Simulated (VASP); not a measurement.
# CsHf (Fm-3m) in VASP: a series of runs

The runs below take CsHf through single point, relaxation of cell and atoms, with PBE.

Everything below comes from runs of VASP 6.6.1. Logs are shortened: lines on timing, memory, paths and dates and some standing lists are left out, and cuts for length are marked.

## (1) The cell of the first run

Symmetry: Fm-3m, No. 225, cubic system. Conventional cell: a = 7.063 Å, b = 7.063 Å, c = 7.063 Å, α = 90.00°, β = 90.00°, γ = 90.00°. Within 4.6 Å of Cs (site symmetry m-3m) lie 6 Hf at 3.53 Å. Within 4.6 Å of Hf (site symmetry m-3m) lie 6 Cs at 3.53 Å.

## (2) Single point, PBE

Input file INCAR:

```
ALGO     = Fast           # electronic algorithm
EDIFF    = 1E-6           # SCF threshold, eV
ENCUT    = 520            # plane-wave cutoff, eV
GGA      = PE             # functional
ISIF     = 2              # what is computed and relaxed
ISMEAR   = 0              # smearing method
LASPH    = True           # aspherical terms in the spheres
LCHARG   = False          # write CHGCAR
LREAL    = False          # projectors in reciprocal space
LWAVE    = False          # write WAVECAR
NBANDS   = 16             # bands
NELM     = 100            # most SCF steps
PREC     = Accurate       # precision mode
SIGMA    = 0.1            # smearing width, eV
```

Input file KPOINTS:

```
k-points
0
Gamma
  14 14 14
```

Input file POSCAR:

```
CsHf
1.0
    0.0000000000      3.5316241397      3.5316241397
    3.5316241397      0.0000000000      3.5316241397
    3.5316241397      3.5316241397      0.0000000000
Cs Hf
1 1
Direct
    0.0000000000      0.0000000000      0.0000000000
    0.5000000000      0.5000000000      0.5000000000
```

Potentials or basis: VASP PAW PBE potentials, release 64 (Cs_sv, Hf_pv).

Launch:

```sh
cat potpaw_PBE.64/Cs_sv/POTCAR potpaw_PBE.64/Hf_pv/POTCAR > POTCAR
mpirun -np 1 vasp_std > vasp.out
```

OUTCAR:

```text
EDIFF = 1E-6
   ENCUT = 520
   GGA = PE
   ISIF = 2
   ISMEAR = 0
   LASPH = True
   LREAL = False
   NELM = 100
   PREC = Accurate

 ion  position               nearest neighbor table
   1  0.000  0.000  0.000-
   2  0.500  0.500  0.500-

  LATTYP: Found a face centered cubic cell.
 ALAT       =     7.0632482794

  Lattice vectors:

 A1 = (   0.0000000000,   3.5316241397,   3.5316241397)
 A2 = (   3.5316241397,   0.0000000000,   3.5316241397)
 A3 = (   3.5316241397,   3.5316241397,   0.0000000000)

Analysis of symmetry for initial positions (statically):
=====================================================================
 Subroutine PRICEL returns:
 Original cell was already a primitive cell.

 Routine SETGRP: Setting up the symmetry group for a
 face centered cubic supercell.

 Subroutine GETGRP returns: Found 48 space group operations
 (whereof 48 operations were pure point group operations)
 out of a pool of 48 trial point group operations.

The static configuration has the point symmetry O_h .

Analysis of symmetry for dynamics (positions and initial velocities):
=====================================================================
 Subroutine PRICEL returns:
 Original cell was already a primitive cell.

 Routine SETGRP: Setting up the symmetry group for a
 face centered cubic supercell.

 Subroutine GETGRP returns: Found 48 space group operations
 (whereof 48 operations were pure point group operations)
 out of a pool of 48 trial point group operations.

The dynamic configuration has the point symmetry O_h .

 Subroutine INISYM returns: Found 48 space group operations
 (whereof 48 operations are pure point group operations),
 and found     1 'primitive' translations

----------------------------------------------------------------------------------------

                                     Primitive cell

  volume of cell :      88.0954

  direct lattice vectors                    reciprocal lattice vectors
     0.000000000  3.531624140  3.531624140    -0.141577920  0.141577920  0.141577920
     3.531624140  0.000000000  3.531624140     0.141577920 -0.141577920  0.141577920
     3.531624140  3.531624140  0.000000000     0.141577920  0.141577920 -0.141577920

  length of vectors
     4.994470756  4.994470756  4.994470756     0.245220151  0.245220151  0.245220151
[... 79 lines left out ...]
   ENCUT  =  520.0 eV  38.22 Ry    6.18 a.u.   9.29  9.29  9.29*2*pi/ulx,y,z
   NELM   =    100;   NELMIN=  2; NELMDL= -5     # of ELM steps
   EDIFF  = 0.1E-05   stopping-criterion for ELM
   LREAL  =      F    real-space projection
   EDIFFG = 0.1E-04   stopping-criterion for IOM
   NSW    =      0    number of steps for IOM
   IBRION =     -1    ionic relax: 0-MD 1-quasi-New 2-CG
   NFREE  =      0    steps in history (QN), initial steepest desc. (CG)
   ISIF   =      2    stress and relaxation
   ISYM   =      2    0-nonsym 1-usesym 2-fastsym
   POTIM  = 0.5000    time-step for ionic-motion
   TEBEG  =    0.0;   TEEND  =   0.0 temperature during run
   PSTRESS=    0.0 pullay stress
   NELECT =      19.0000    total number of electrons
   NUPDOWN=      -1.0000    fix difference up-down
   EMIN   =  10.00;   EMAX   =-10.00  energy-range for DOS
   EFERMI =   0.00;   METHOD = LEGACY
   ISMEAR =     0;   SIGMA  =   0.10  broadening in eV -4-tet -1-fermi 0-gaus
   EFERMI_NEDOS =   21; number of points for ismear=-14 and -15
   IALGO  =     68    algorithm
   IMIX   =      4    mixing-type and parameters
     AMIX     =   0.40;   BMIX     =  1.00
     AMIX_MAG =   1.60;   BMIX_MAG =  1.00
  volume/ion in A,a.u.               =      44.05       297.25
  Fermi-wavevector in a.u.,A,eV,Ry     =   0.981767  1.855270 13.114187  0.963866
  Thomas-Fermi vector in A             =   2.112798
   LORBIT       =      0    0 simple, 1 ext, 2 COOP (PROOUT), +10 PAW based schemes
   GGA     = PE    functional components
   LHFCALC =     F    Hartree Fock is set to
   AEXX    =    0.0000 exact exchange contribution
   IVDW    =     0    specifies the selected vdW correction
   LEPSILON=     F    determine dielectric tensor
   LRPA    =     F    only Hartree local field effects (RPA)
 non-spin polarized calculation
 RMM-DIIS sequential band-by-band and
 Gauss-broadening in eV      SIGMA  =   0.10
  energy-cutoff  :      520.00
  volume of cell :       88.10
 maximum number of plane-waves:      2421
 NGX is ok and might be reduce to    40
   NGX = 19   NGY = 19   NGZ = 19

 number of electron      18.9999999 magnetization

 Free energy of the ion-electron system (eV)
  ---------------------------------------------------
  ext. energy  EPLUGINS =         0.00000000
  ---------------------------------------------------
  free energy    TOTEN  =        -5.75788277 eV

  energy without entropy =       -5.73351370  energy(sigma->0) =       -5.74569823

 E-fermi :   2.2434     XC(G=0):  -8.4785

 val. band max:        2.2426266240   @ k =  -0.2143   0.3571   0.1429
 cond. band min:       2.2465885088   @ k =   0.1429   0.1429   0.0000
 fundamental gap:      0.0039618848
 Fermi energy:         2.2433985765

 k-point     1 :       0.0000    0.0000    0.0000
  band No.  band energies     occupation
      1     -30.1820      2.00000
      2     -30.1820      2.00000
      3     -30.1820      2.00000
      4     -20.0385      2.00000
      5      -6.8473      2.00000
      6      -6.8473      2.00000
[... 433 lines left out ...]
      3     -30.1824      2.00000
      4     -20.0178      2.00000
      5      -7.1645      2.00000
      6      -6.9324      2.00000
[... 8 lines left out ...]
     15       5.9369      0.00000
     16       6.0252      0.00000

 [... further k-points ...]

------------------------ aborting loop because EDIFF is reached ----------------------------------------

  FORCE on cell =-STRESS in cart. coord.  units (eV):
  Direction    XX          YY          ZZ          XY          YZ          ZX
  --------------------------------------------------------------------------------------
  -------------------------------------------------------------------------------------
  Total       -0.0108902     -0.0108902     -0.0108902     -0.0000000     -0.0000000      0.0000000
  in kB       -0.1980582     -0.1980582     -0.1980582     -0.0000000     -0.0000000      0.0000000
  external PRESSURE =      -0.1980582 kB  Pullay stress =       0.0000000 kB

 VOLUME and BASIS-vectors are now :
 -----------------------------------------------------------------------------
  energy-cutoff  :      520.00
  volume of cell :       88.10
      direct lattice vectors                 reciprocal lattice vectors
     0.000000000  3.531624140  3.531624140    -0.141577920  0.141577920  0.141577920
     3.531624140  0.000000000  3.531624140     0.141577920 -0.141577920  0.141577920
     3.531624140  3.531624140  0.000000000     0.141577920  0.141577920 -0.141577920

 POSITION                                       TOTAL-FORCE (eV/Angst)
 -----------------------------------------------------------------------------------
      0.00000      0.00000      0.00000        -0.000000      0.000000      0.000000
      3.53162      3.53162      3.53162         0.000000     -0.000000     -0.000000
 -----------------------------------------------------------------------------------
    total drift:                                0.000000     -0.000000      0.000000

  FREE ENERGIE OF THE ION-ELECTRON SYSTEM (eV)
  ---------------------------------------------------
  free  energy   TOTEN  =        -5.7578827700 eV

  energy  without entropy=       -5.7335136991  energy(sigma->0) =       -5.74569823
```

OSZICAR:

```text
N       E                     dE             d eps       ncg     rms          rms(c)
DAV:   1     0.760244995787E+02    0.76024E+02   -0.90771E+03  3344   0.995E+02
DAV:   2    -0.521833725768E+00   -0.76546E+02   -0.74216E+02  4872   0.198E+02
DAV:   3    -0.651358711270E+01   -0.59918E+01   -0.59456E+01  4344   0.397E+01
[... 12 lines left out ...]
RMM:  16    -0.575821582745E+01    0.26433E-03   -0.28018E-04  5032   0.601E-02    0.302E-01
RMM:  17    -0.575816427073E+01    0.51557E-04   -0.24058E-05  4398   0.276E-02    0.269E-01
RMM:  18    -0.575789543167E+01    0.26884E-03   -0.57486E-04  5641   0.855E-02    0.772E-02
RMM:  19    -0.575788328669E+01    0.12145E-04   -0.66725E-05  5107   0.308E-02    0.191E-02
RMM:  20    -0.575788277004E+01    0.51665E-06   -0.76390E-06  4121   0.143E-02
   1 F= -.57578828E+01 E0= -.57456982E+01  d E =-.243691E-01
```

Run time: 1.8 min. Hardware: 1 thread of Intel Xeon 6975P-C (Granite Rapids), shared host; peak memory 0.34 GiB.

What came out:

| Property | Result |
| --- | --- |
| Free energy | -5.7579 eV |
| Pressure | 0.0 GPa |

Levels at points of the mesh, in eV from the Fermi level:
```csv
k point,band 6,band 7,band 8,band 9,band 10,band 11,band 12,band 13
"(0.00, 0.00, 0.00)",-9.09,-9.09,-3.61,-0.44,-0.44,-0.44,-0.37,-0.37
"(0.50, 0.00, 0.00)",-9.22,-9.22,-0.85,-0.46,0.47,0.52,0.52,1.10
"(0.50, 0.50, 0.00)",-9.24,-9.24,-2.14,-1.30,0.09,0.22,0.98,0.98
```

Caveat: spin-orbit coupling is left out, which moves the levels of the heavy elements.

## (3) Relaxation of cell and atoms, PBE

This run uses another cell than the first one, of 43.05 Å³/atom, 0.977 times its volume.

Input file INCAR:

```
  ALGO = Fast
  EDIFF = 1E-6
  EDIFFG = -0.01
  ENCUT = 600
  GGA = PE
  IBRION = 2
  ISIF = 3
  ISMEAR = 0
  LASPH = T
  LCHARG = F
  LREAL = F
  LWAVE = F
  NELM = 100
  NSW = 100
  PREC = Accurate
  SIGMA = 0.1
```

KPOINTS is that of step 2.

Input file POSCAR:

```
CsHf
1.0
    0.0000000000      3.5047380779      3.5047380779
    3.5047380779      0.0000000000      3.5047380779
    3.5047380779      3.5047380779      0.0000000000
Cs Hf
1 1
Direct
    0.0000000000      0.0000000000      0.0000000000
    0.5000000000      0.5000000000      0.5000000000
```

Potentials or basis: VASP PAW PBE potentials, release 64 (Cs_sv, Hf_pv).

Launch:

```sh
cat potpaw_PBE.64/Cs_sv/POTCAR potpaw_PBE.64/Hf_pv/POTCAR > POTCAR
mpirun -np 1 vasp_std > vasp.out
```

OUTCAR:

```text
EDIFF = 1E-6
   EDIFFG = -0.01
   ENCUT = 600
   GGA = PE
   IBRION = 2
   ISIF = 3
   ISMEAR = 0
   LASPH = T
   LREAL = F
   NELM = 100
   NSW = 100
   PREC = Accurate

 ion  position               nearest neighbor table
   1  0.000  0.000  0.000-   2 3.50   2 3.50   2 3.50   2 3.50   2 3.50   2 3.50
   2  0.500  0.500  0.500-   1 3.50   1 3.50   1 3.50   1 3.50   1 3.50   1 3.50

  LATTYP: Found a face centered cubic cell.
 ALAT       =     7.0094761558

  Lattice vectors:

 A1 = (   0.0000000000,   3.5047380779,   3.5047380779)
 A2 = (   3.5047380779,   0.0000000000,   3.5047380779)
 A3 = (   3.5047380779,   3.5047380779,   0.0000000000)

Analysis of symmetry for initial positions (statically):
[... 33 lines left out ...]
                                     Primitive cell

  volume of cell :      86.0987

[... 304 lines left out ...]
      4     -20.0273      2.00000
      5      -6.8353      2.00000
      6      -6.8353      2.00000
      7      -6.8353      2.00000
      8      -1.3580      2.00000
      9       1.8166      2.00000
     10       1.8166      2.00000
     11       1.8166      2.00000
     12       1.8796      2.00000
     13       1.8796      2.00000
[... 354 lines left out ...]
  band No.  band energies     occupation
      1     -30.1710      2.00000
      2     -30.1696      2.00000
      3     -30.1695      2.00000
      4     -20.0064      2.00000
      5      -7.1549      2.00000
      6      -6.9211      2.00000
      7      -6.9115      2.00000
      8      -0.3191      2.00000
      9       1.5660      2.00000
     10       2.1939      1.60585
     11       2.4104      0.02708
     12       2.4619      0.00330
     13       2.7409      0.00000

 [... further k-points ...]

------------------------ aborting loop because EDIFF is reached ----------------------------------------

  FORCE on cell =-STRESS in cart. coord.  units (eV):
  Direction    XX          YY          ZZ          XY          YZ          ZX
  --------------------------------------------------------------------------------------
  -------------------------------------------------------------------------------------
  Total        0.0042159      0.0042159      0.0042159      0.0000000      0.0000000     -0.0000000
  in kB        0.0768632      0.0768632      0.0768632      0.0000000      0.0000000     -0.0000000
  external PRESSURE =       0.0768632 kB  Pullay stress =       0.0000000 kB
[... 17 lines left out ...]
  FREE ENERGIE OF THE ION-ELECTRON SYSTEM (eV)
  ---------------------------------------------------
  free  energy   TOTEN  =        -5.7577077106 eV

  energy  without entropy=       -5.7334816115  energy(sigma->0) =       -5.74559466

 reached required accuracy - stopping structural energy minimisation
```

Run time: 5.3 min. Hardware: 1 thread of Intel Xeon 6975P-C (Granite Rapids), shared host; peak memory 0.38 GiB.

What came out:

- Free energy: -5.7577 eV
- Relaxed volume: 43.94 Å³/atom
- Relaxed cell: a = 4.990 Å, b = 4.990 Å, c = 4.990 Å, α = 60.00°, β = 60.00°, γ = 60.00°
- Space group after relaxing (to 0.05 Å): Fm-3m (No. 225)
- Energy gained by relaxing: 0.6 meV/atom
- Ionic steps: 5
- Pressure after relaxing: 0.0 GPa

Step by step:
```tsv
step	energy change (eV)	largest force (eV/Å)	pressure (GPa)	volume (Å³)
1	0.0000	0.0000	0.24	86.10
2	-0.0008	0.0000	0.10	86.89
3	-0.0011	0.0000	0.04	87.52
4	-0.0009	0.0000	-0.10	88.78
5	-0.0011	0.0000	0.01	87.88
```

Final structure:
```
Cs Hf
1.0
     0.00000    3.52873    3.52873
     3.52873    0.00000    3.52873
     3.52873    3.52873    0.00000
Cs Hf
1 1
Direct
  0.00000 0.00000 0.00000
  0.50000 0.50000 0.50000
```

Caveat: the bands computed are all filled at some k points, so no gap is given; spin-orbit coupling is left out, which moves the levels of the heavy elements.
